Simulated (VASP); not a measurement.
# Si4O: single point with PBE+D3(BJ)

Si4O, a slab with vacuum:

```
Si O
1.0
     3.83334    0.00000    0.00000
     0.00000    3.83334    0.00000
     0.00000    0.00000   21.10348
Si O
4 1
Direct
  0.00000 0.50000 0.18954
  0.00000 0.00000 0.25376
  0.50000 0.00000 0.32071
  0.50000 0.50000 0.38399
  0.62500 0.75000 0.48824
```

```yaml
Program: VASP 6.6.1
Task: single point
Functional: PBE
Dispersion: D3(BJ)
Potentials_or_basis: VASP PAW PBE potentials, release 64 (Si, O)
Cutoff: 520 eV
k_mesh: 7 × 7 × 1
Occupations: gaussian, width 0.05 eV
Spin: collinear spin, ferromagnetic start
Starting_moments: "[0.0, 0.0, 0.0, 0.0, 2.0] μB"
```

```json
{"Largest force": "2.989 eV/Å", "Net moment": "1.00 μB per cell", "Site moments": "Si -0.01, -0.00, -0.06; O +0.96 μB", "Valence electrons inside the program's atomic spheres": "Si 1.58, 1.67, 1.52; O 4.61", "Dispersion energy per atom": "-0.199 eV"}
```

Forces on the atoms (eV/Å):
```
Si  -0.029  0.056 -0.081
Si   0.079  0.107  0.289
Si  -0.030 -0.315  0.204
Si   0.466  1.324  2.295
O   -0.485 -1.172 -2.706
```

Levels at points of the mesh, in eV from the Fermi level:
Spin up:
```csv
k point,band 8,band 9,band 10,band 11,band 12,band 13,band 14,band 15
"(0.00, 0.00, 0.00)",-1.82,-1.20,-0.93,-0.59,0.94,1.32,1.77,1.94
```
Spin down:
```csv
k point,band 8,band 9,band 10,band 11,band 12,band 13
"(0.00, 0.00, 0.00)",-0.79,-0.42,-0.15,0.62,1.08,1.34
```

Run time: 14 min on 1 thread of AMD EPYC 9R45 96-Core Processor (Zen 5), with other jobs on the host, peak memory 0.62 GiB.
